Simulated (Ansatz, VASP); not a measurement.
# Mg: VASP beside Ansatz

```
Mg
1.0
     0.00000    2.25644    2.25644
     2.25644    0.00000    2.25644
     2.25644    2.25644    0.00000
Mg
1
Cartesian
  0.0000 0.0000 0.0000
```

Alike in both runs: task single point; functional PBE; k mesh 16 × 16 × 16; occupations gaussian, width 0.1 eV; no spin polarisation.

|  | VASP | Ansatz |
| --- | --- | --- |
| version | VASP 6.6.1 | Ansatz 0.2.0 |
| potentials or method | VASP PAW PBE potentials, release 64 (Mg), cutoff 600 eV | scalar-relativistic, plane waves, PAW |
| valence electrons in the cell | 2 | 10 |

|  | VASP | Ansatz | Ansatz less VASP |
| --- | --- | --- | --- |
| gap on the k mesh at the Fermi level (eV) | none | none | - |
| pressure (GPa) | 0.1 | 0.2 | +0.12 |

A gap of «none» marks a metal or a gap that the smearing closes. VASP's potentials hold 2 valence electrons a cell and Ansatz's 10, so a difference there can come from the potentials and not from the codes.
